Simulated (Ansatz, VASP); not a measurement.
## NaH: VASP beside Ansatz

```
CELL_PARAMETERS angstrom
0.00000 2.44000 2.44000
2.44000 0.00000 2.44000
2.44000 2.44000 0.00000
ATOMIC_POSITIONS crystal
Na 0.00000 0.00000 0.00000
H 0.50000 0.50000 0.50000
```

Alike in both runs: task single point; functional PBE-based screened hybrid with a share of 0.3 of exact exchange and HFSCREEN = 0.2; k mesh 5 × 5 × 5; occupations fermi-dirac, width 0.05 eV; no spin polarisation.

```csv
,VASP,Ansatz
version,VASP 6.6.1,Ansatz 0.2.0
potentials or method,"VASP PAW PBE potentials, release 64 (Na_pv, H)",Ansatz PAW
plane-wave cutoff (eV),520,420
valence electrons in the cell,8,10
```

Ansatz gave:

```
gap on the k mesh at the Fermi level (eV) : 5.85
least direct gap on the mesh (eV)         : 6.39
pressure (GPa)                            : -1.1
```

What did VASP give for the same quantities?

gap on the k mesh at the Fermi level (eV): 5.84; least direct gap on the mesh (eV): 6.39; pressure (GPa): -1.1.

VASP's potentials were made for PBE, not for PBE-based screened hybrid. VASP's potentials hold 8 valence electrons a cell and Ansatz's 10, so a difference there can come from the potentials and not from the codes.

The k mesh is coarse, so the values compare programs but aren't converged. Noted on Ansatz's run: odd divisions of the mesh miss points on the zone boundary, where band edges often lie, so the gap on the mesh can be too wide.
